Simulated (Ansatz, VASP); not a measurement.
## One calculation of Re, two programs

Contents of INCAR:

```
PREC = Accurate
ENCUT = 520
EDIFF = 1E-6
ISMEAR = 0
SIGMA = 0.15
LREAL = F
LASPH = T
NELM = 100
ALGO = Normal
ISIF = 2
LWAVE = F
LCHARG = T
GGA = PS
LELF = T
LVHAR = T
NBANDS = 10
```

The input KPOINTS:

```
Automatic mesh
0
Gamma
  20 20 20
```

Contents of POSCAR:

```
Re
1.0
    0.0000000000      1.9157500000      1.9750000000
    1.9157500000      0.0000000000      1.9750000000
    1.9157500000      1.9157500000      0.0000000000
Re
1
Direct
    0.0000000000      0.0000000000      0.0000000000
```

Input for Ansatz:

```yaml
crystal:
  lattice:
    - [0.0, 1.91575, 1.975]
    - [1.91575, 0.0, 1.975]
    - [1.91575, 1.91575, 0.0]
  atoms:
    - { symbol: Re, position: [0.0, 0.0, 0.0] }
basis:
  ecutwfc: 420
kpoints:
  mp_grid: { grid: [20, 20, 20] }
hamiltonian:
  xc: pbesol
scf:
  occupations: { method: gaussian, width: 0.15 }
output:
  forces: true
  stress: true
  eigenvalues: true
```

Change from the starting cell: strain -0.030 along x and y, +0.000 along z, atoms carried along.

Alike in both runs: task single point; functional PBEsol; k mesh 20 × 20 × 20; occupations gaussian, width 0.15 eV; no spin polarisation.

|  | VASP | Ansatz |
| --- | --- | --- |
| version | VASP 6.6.1 | Ansatz 0.2.0 |
| potentials or method | VASP PAW PBE potentials, release 64 (Re), cutoff 520 eV | scalar-relativistic, plane waves, PAW |
| valence electrons in the cell | 7 | 15 |

Ansatz gave:

```
gap on the k mesh at the Fermi level (eV)                     : none
pressure (GPa)                                                : 3.0
traceless stress, the component that is largest in VASP (GPa) : -6.65
```

Problem. What did VASP give for the same quantities?

Solution. gap on the k mesh at the Fermi level (eV): none; pressure (GPa): 3.1; traceless stress, the component that is largest in VASP (GPa): -6.60.

VASP's potentials were made for PBE, not for PBEsol. A gap of «none» marks a metal or a gap that the smearing closes. VASP's potentials hold 7 valence electrons a cell and Ansatz's 15, so a difference there can come from the potentials and not from the codes.

Neither program's run includes spin-orbit coupling.
